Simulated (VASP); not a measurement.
# KC: single point with PBE

Crystal: KC.

```xyz
4
Lattice="4.3965 -3.0298 -0.0168 4.3965 3.0298 -0.0168 -2.6005 0.0000 4.0337" Properties=species:S:1:pos:R:3 pbc="T T T"
K     1.5563    0.0000    1.0043
K     4.6362    0.0000    2.9959
C     3.0962   -2.3969    2.0001
C     3.0962    2.3969    2.0001
```

```yaml
Program: VASP 6.6.1
Task: single point
Functional: PBE
Potentials_or_basis: VASP PAW PBE potentials, release 64 (K_sv, C_h)
Cutoff: 1300 eV
k_mesh: 6 × 6 × 6
Occupations: gaussian, width 0.02 eV
Spin: no spin polarisation
```

| Property | Result |
| --- | --- |
| Pressure | 0.0 GPa |
| Largest force | 0.021 eV/Å |
| Band gap on the k mesh | 3.29 eV |

Forces on the atoms (eV/Å):
```
K    0.000  0.000  0.000
K    0.000  0.000  0.000
C    0.000 -0.021  0.000
C    0.000  0.021  0.000
```

Levels at points of the mesh, in eV from the valence-band top:
```
           k point  band 9  band 10  band 11  band 12  band 13  band 14  band 15  band 16  band 17  band 18
(0.00, 0.00, 0.00)  -11.46    -2.76    -0.87    -0.85    -0.84     4.42     4.55     5.18     6.11     7.07
(0.50, 0.00, 0.00)  -11.32    -2.84    -0.98    -0.78    -0.15     4.47     4.66     5.06     6.23     6.88
(0.50, 0.50, 0.00)  -11.28    -2.63    -1.28    -0.73    -0.04     4.17     5.75     5.83     5.95     6.14
(0.00, 0.00, 0.50)  -11.26    -2.66    -1.15    -0.79    -0.22     4.15     4.60     5.41     6.34     7.25
(0.50, 0.00, 0.50)  -11.25    -2.82    -1.02    -0.78     0.00     3.29     4.32     6.09     6.52     7.37
(0.50, 0.50, 0.50)  -11.26    -2.66    -1.15    -0.79    -0.22     4.16     4.60     5.41     6.33     7.25
```

Wall time 7.1 min on 1 thread of AMD EPYC 9R45 96-Core Processor (Zen 5), with other jobs on the host, peak memory 0.81 GiB.

A k mesh can miss the band edges.
